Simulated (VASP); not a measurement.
# CO2 (Cmce) in VASP: single point with PBEsol

Aim: the single point of CO2 with PBEsol.

Program: VASP 6.6.1. These are calculated values, not measurements. Logs are shortened: lines on timing, memory, paths and dates and some standing lists are left out, and cuts for length are marked.

## Step 1: The cell of the first run

It takes space group Cmce (No. 64, orthorhombic). The conventional cell has a = 5.272 Å, b = 4.775 Å, c = 6.587 Å, α = 90.00°, β = 90.00°, γ = 90.00°. C (site symmetry 2/m) has 2 O at 1.17 Å within 1.6 Å. Within 1.6 Å of O (site symmetry m) lie 1 C at 1.17 Å.

## Step 2: Single point, PBEsol

File INCAR:

```
SYSTEM = CO2
ALGO = Normal ; EDIFF = 1E-6
ENCUT = 520 ; GGA = PS
ISIF = 2 ; ISMEAR = 0
LASPH = .TRUE. ; LCHARG = .TRUE.
LELF = .TRUE. ; LREAL = .FALSE.
LVHAR = .TRUE. ; LWAVE = .FALSE.
NBANDS = 25 ; NELM = 60
PREC = Accurate ; SIGMA = 0.1
```

File KPOINTS:

```
k-points
0
G
  6 6 4
  0 0 0
```

File POSCAR:

```
CO2
1.0
    2.6359112300     -2.3873781200      0.0000000000
    2.6359112300      2.3873781200      0.0000000000
    0.0000000000      0.0000000000      6.5871749100
C O
2 4
Direct
    0.0000000000      0.0000000000      0.0000000000
    0.5000000000      0.5000000000      0.5000000000
    0.8065085700      0.1934914300      0.8918433900
    0.1934914300      0.8065085700      0.1081566100
    0.6934914300      0.3065085700      0.3918433900
    0.3065085700      0.6934914300      0.6081566100
```

Potentials or basis: VASP PAW PBE potentials, release 64 (C, O).

Run with:

```sh
> cat potpaw_PBE.64/C/POTCAR potpaw_PBE.64/O/POTCAR > POTCAR
> mpirun -np 1 vasp_std > vasp.out
```

OUTCAR:

```text
SYSTEM = CO2
   EDIFF = 1E-6
   ENCUT = 520
   GGA = PS
   ISIF = 2
   ISMEAR = 0
   LASPH = .TRUE.
   LREAL = .FALSE.
   NELM = 60
   PREC = Accurate

 ion  position               nearest neighbor table
   1  0.000  0.000  0.000-   3 1.17   4 1.17
   2  0.500  0.500  0.500-   5 1.17   6 1.17
   3  0.807  0.193  0.892-   1 1.17
   4  0.193  0.807  0.108-   1 1.17
   5  0.693  0.307  0.392-   2 1.17
   6  0.307  0.693  0.608-   2 1.17

  LATTYP: Found a base centered orthorhombic cell.
 ALAT       =     4.7747562400
 B/A-ratio  =     1.1041029521
 C/A-ratio  =     1.3795834968

  Lattice vectors:

 A1 = (  -2.6359112300,  -2.3873781200,   0.0000000000)
 A2 = (   2.6359112300,  -2.3873781200,   0.0000000000)
 A3 = (   0.0000000000,   0.0000000000,   6.5871749100)

Analysis of symmetry for initial positions (statically):
=====================================================================
 Subroutine PRICEL returns:
 Original cell was already a primitive cell.

 Routine SETGRP: Setting up the symmetry group for a
 base centered orthorhombic supercell.

 Subroutine GETGRP returns: Found  8 space group operations
 (whereof  4 operations were pure point group operations)
 out of a pool of  8 trial point group operations.

The static configuration has the point symmetry C_2h.
 The point group associated with its full space group is D_2h.

Analysis of symmetry for dynamics (positions and initial velocities):
=====================================================================
 Subroutine PRICEL returns:
 Original cell was already a primitive cell.

 Routine SETGRP: Setting up the symmetry group for a
 base centered orthorhombic supercell.

 Subroutine GETGRP returns: Found  8 space group operations
 (whereof  4 operations were pure point group operations)
 out of a pool of  8 trial point group operations.

The dynamic configuration has the point symmetry C_2h.
 The point group associated with its full space group is D_2h.

 Subroutine INISYM returns: Found  8 space group operations
 (whereof  4 operations are pure point group operations),
 and found     1 'primitive' translations

----------------------------------------------------------------------------------------

                                     Primitive cell

  volume of cell :      82.9051

  direct lattice vectors                    reciprocal lattice vectors
     2.635911230 -2.387378120  0.000000000     0.189687723 -0.209434775  0.000000000
     2.635911230  2.387378120  0.000000000     0.189687723  0.209434775  0.000000000
     0.000000000  0.000000000  6.587174910     0.000000000  0.000000000  0.151810148

  length of vectors
     3.556346763  3.556346763  6.587174910     0.282567439  0.282567439  0.151810148

  position of ions in fractional coordinates (direct lattice)
     0.000000000  0.000000000  0.000000000
     0.500000000  0.500000000  0.500000000
     0.806508570  0.193491430  0.891843390
     0.193491430  0.806508570  0.108156610
     0.693491430  0.306508570  0.391843390
     0.306508570  0.693491430  0.608156610

  ion indices of the primitive-cell ions
   primitive index   ion index
                 1           1
                 2           2
                 3           3
                 4           4
                 5           5
                 6           6

----------------------------------------------------------------------------------------

 KPOINTS: k-points

Automatic generation of k-mesh.
 Grid dimensions read from file:
 generate k-points for:    6    6    4

 Generating k-lattice:

  Cartesian coordinates                     Fractional coordinates (reciprocal lattice)
     0.031614621 -0.034905796  0.000000000     0.166666667 -0.000000000  0.000000000
     0.031614621  0.034905796  0.000000000    -0.000000000  0.166666667  0.000000000
     0.000000000  0.000000000  0.037952537     0.000000000  0.000000000  0.250000000

  Length of vectors
     0.047094573  0.047094573  0.037952537

  Shift w.r.t. Gamma in fractional coordinates (k-lattice)
     0.000000000  0.000000000  0.000000000

 Subroutine IBZKPT returns following result:
 ===========================================

 Found     39 irreducible k-points:

 Following reciprocal coordinates:
            Coordinates               Weight
  0.000000  0.000000  0.000000      1.000000
  0.166667 -0.000000  0.000000      4.000000
  0.333333  0.000000  0.000000      4.000000
  0.500000  0.000000  0.000000      2.000000
  0.166667  0.166667  0.000000      2.000000
  0.333333  0.166667  0.000000      4.000000
[... 16 lines left out ...]
  0.333333  0.333333  0.250000      4.000000
  0.500000  0.333333  0.250000      8.000000
 [... further k-points ...]
   k-points           NKPTS =     39   k-points in BZ     NKDIM =     39   number of bands    NBANDS=     25
   number of dos      NEDOS =    301   number of ions     NIONS =      6
   total plane-waves  NPLWV =  39200
   dimension x,y,z NGX =    28 NGY =   28 NGZ =   50
   dimension x,y,z NGXF=    56 NGYF=   56 NGZF=  100
   ions per type =               2   4
   NGX,Y,Z   is equivalent  to a cutoff of  13.09, 13.09, 12.62 a.u.
   NGXF,Y,Z  is equivalent  to a cutoff of  26.18, 26.18, 25.24 a.u.
 SYSTEM =  CO2
   PREC   = accura    normal or accurate (medium, high low for compatibility)
   ISTART =      0    job   : 0-new  1-cont  2-samecut
   ICHARG =      2    charge: 1-file 2-atom 10-const
   ISPIN  =      1    spin polarized calculation?
   LNONCOLLINEAR =      F non collinear calculations
   LSORBIT =      F    spin-orbit coupling
   LASPH  =      T    aspherical Exc in radial PAW
   ENCUT  =  520.0 eV  38.22 Ry    6.18 a.u.   6.61  6.61 12.25*2*pi/ulx,y,z
   NELM   =     60;   NELMIN=  2; NELMDL= -5     # of ELM steps
   EDIFF  = 0.1E-05   stopping-criterion for ELM
   LREAL  =      F    real-space projection
   EDIFFG = 0.1E-04   stopping-criterion for IOM
   NSW    =      0    number of steps for IOM
   IBRION =     -1    ionic relax: 0-MD 1-quasi-New 2-CG
   NFREE  =      0    steps in history (QN), initial steepest desc. (CG)
   ISIF   =      2    stress and relaxation
   ISYM   =      2    0-nonsym 1-usesym 2-fastsym
   POTIM  = 0.5000    time-step for ionic-motion
   TEBEG  =    0.0;   TEEND  =   0.0 temperature during run
   PSTRESS=    0.0 pullay stress
   NELECT =      32.0000    total number of electrons
   NUPDOWN=      -1.0000    fix difference up-down
   EMIN   =  10.00;   EMAX   =-10.00  energy-range for DOS
   EFERMI =   0.00;   METHOD = LEGACY
   ISMEAR =     0;   SIGMA  =   0.10  broadening in eV -4-tet -1-fermi 0-gaus
   EFERMI_NEDOS =   21; number of points for ismear=-14 and -15
   IALGO  =     38    algorithm
   IMIX   =      4    mixing-type and parameters
     AMIX     =   0.40;   BMIX     =  1.00
     AMIX_MAG =   1.60;   BMIX_MAG =  1.00
  volume/ion in A,a.u.               =      13.82        93.25
  Fermi-wavevector in a.u.,A,eV,Ry     =   1.191968  2.252492 19.330976  1.420787
  Thomas-Fermi vector in A             =   2.328017
   LORBIT       =      0    0 simple, 1 ext, 2 COOP (PROOUT), +10 PAW based schemes
   GGA     = PS    functional components
   LHFCALC =     F    Hartree Fock is set to
   AEXX    =    0.0000 exact exchange contribution
   IVDW    =     0    specifies the selected vdW correction
   LEPSILON=     F    determine dielectric tensor
   LRPA    =     F    only Hartree local field effects (RPA)
 non-spin polarized calculation
 Gauss-broadening in eV      SIGMA  =   0.10
  energy-cutoff  :      520.00
  volume of cell :       82.91
 maximum number of plane-waves:      2260
 NGX is ok and might be reduce to    28
   NGX = 13   NGY = 13   NGZ = 25

 number of electron      32.0000005 magnetization

 Free energy of the ion-electron system (eV)
  ---------------------------------------------------
  ext. energy  EPLUGINS =         0.00000000
  ---------------------------------------------------
  free energy    TOTEN  =       -47.58189720 eV

  energy without entropy =      -47.58189720  energy(sigma->0) =      -47.58189720

 E-fermi :  -2.6958     XC(G=0):  -8.3270

 val. band max:       -3.1112361951   @ k =   0.5000   0.5000   0.0000
 cond. band min:       3.4121244020   @ k =   0.0000   0.0000   0.0000
 fundamental gap:      6.5233605971
 Fermi energy:        -2.6958233956

 k-point     1 :       0.0000    0.0000    0.0000
  band No.  band energies     occupation
      1     -23.9302      2.00000
      2     -23.7603      2.00000
      3     -22.7325      2.00000
      4     -22.6511      2.00000
      5      -8.3210      2.00000
      6      -8.2417      2.00000
[... 17 lines left out ...]
     24      12.6623      0.00000
     25      13.0814      0.00000

 k-point     2 :       0.1667   -0.0000    0.0000
  band No.  band energies     occupation
      1     -23.8914      2.00000
      2     -23.7416      2.00000
      3     -22.7390      2.00000
      4     -22.6709      2.00000
      5      -8.5046      2.00000
      6      -8.2666      2.00000
[... 17 lines left out ...]
     24      11.8873      0.00000
     25      12.7710      0.00000

 k-point     3 :       0.3333    0.0000    0.0000
  band No.  band energies     occupation
      1     -23.8011      2.00000
      2     -23.7110      2.00000
      3     -22.7526      2.00000
      4     -22.7165      2.00000
      5      -8.6266      2.00000
      6      -8.3621      2.00000
[... 17 lines left out ...]
     24      10.7410      0.00000
     25      11.6984      0.00000

 k-point     4 :       0.5000    0.0000    0.0000
  band No.  band energies     occupation
      1     -23.7238      2.00000
      2     -23.7238      2.00000
      3     -22.7511      2.00000
      4     -22.7511      2.00000
      5      -8.5563      2.00000
      6      -8.5563      2.00000
[... 17 lines left out ...]
     24      10.5313      0.00000
     25      10.8662      0.00000
[... 477 lines left out ...]
 k-point    22 :      -0.1667    0.1667    0.2500
  band No.  band energies     occupation
      1     -23.8273      2.00000
      2     -23.7464      2.00000
      3     -22.7388      2.00000
      4     -22.7001      2.00000
      5      -8.5766      2.00000
      6      -8.2398      2.00000
[... 17 lines left out ...]
     24      11.4303      0.00000
     25      11.9197      0.00000

 k-point    23 :       0.3333    0.3333    0.2500
  band No.  band energies     occupation
      1     -23.7228      2.00000
      2     -23.6482      2.00000
      3     -22.7596      2.00000
      4     -22.7484      2.00000
      5      -8.6519      2.00000
      6      -8.5410      2.00000
[... 17 lines left out ...]
     24      11.2021      0.00000
     25      11.4155      0.00000

 k-point    24 :       0.5000    0.3333    0.2500
  band No.  band energies     occupation
      1     -23.6793      2.00000
      2     -23.6299      2.00000
      3     -22.7695      2.00000
      4     -22.7673      2.00000
      5      -8.6823      2.00000
      6      -8.4890      2.00000
[... 17 lines left out ...]
     24      10.3753      0.00000
     25      10.8631      0.00000

 [... further k-points ...]
[... 5 lines left out ...]
  --------------------------------------------------------------------------------------
  -------------------------------------------------------------------------------------
  Total        0.4609285      2.3841716      1.4718452      0.0000000      0.0000000      0.0000000
  in kB        8.9076465     46.0751662     28.4440560      0.0000000      0.0000000      0.0000000
  external PRESSURE =      27.8089562 kB  Pullay stress =       0.0000000 kB

 VOLUME and BASIS-vectors are now :
 -----------------------------------------------------------------------------
  energy-cutoff  :      520.00
  volume of cell :       82.91
      direct lattice vectors                 reciprocal lattice vectors
     2.635911230 -2.387378120  0.000000000     0.189687723 -0.209434775  0.000000000
     2.635911230  2.387378120  0.000000000     0.189687723  0.209434775  0.000000000
     0.000000000  0.000000000  6.587174910     0.000000000  0.000000000  0.151810148

 POSITION                                       TOTAL-FORCE (eV/Angst)
 -----------------------------------------------------------------------------------
      0.00000      0.00000      0.00000         0.000000     -0.000000      0.000000
      2.63591      0.00000      3.29359         0.000000     -0.000000      0.000000
      2.63591     -1.46350      5.87473         0.000000      0.531993     -0.396737
      2.63591      1.46350      0.71245         0.000000     -0.531993      0.396737
      2.63591     -0.92387      2.58114         0.000000     -0.531993     -0.396737
      2.63591      0.92387      4.00603         0.000000      0.531993      0.396737
 -----------------------------------------------------------------------------------
    total drift:                                0.000000     -0.000000      0.000000

  FREE ENERGIE OF THE ION-ELECTRON SYSTEM (eV)
  ---------------------------------------------------
  free  energy   TOTEN  =       -47.5818971991 eV

  energy  without entropy=      -47.5818971991  energy(sigma->0) =      -47.58189720
```

It took 55 s on 1 thread of Intel Xeon 6975P-C, shared host; peak memory 0.21 GiB.

Results:

```
Free energy            : -47.5819 eV
Pressure               : 2.8 GPa
Largest force          : 0.664 eV/Å
Band gap on the k mesh : 6.52 eV, indirect (least direct gap 7.09 eV)
```

Forces on the atoms (eV/Å):
```
C    0.000  0.000  0.000
C    0.000  0.000  0.000
O    0.000  0.532 -0.397
O    0.000 -0.532  0.397
O    0.000 -0.532 -0.397
O    0.000  0.532  0.397
```

Stress tensor (GPa, compression positive):
```
0.89 0.00 0.00
0.00 4.61 0.00
0.00 0.00 2.84
```

Caveat: the PAW data sets were made with another functional, which shifts forces and pressure a little. A k mesh can miss the band edges.
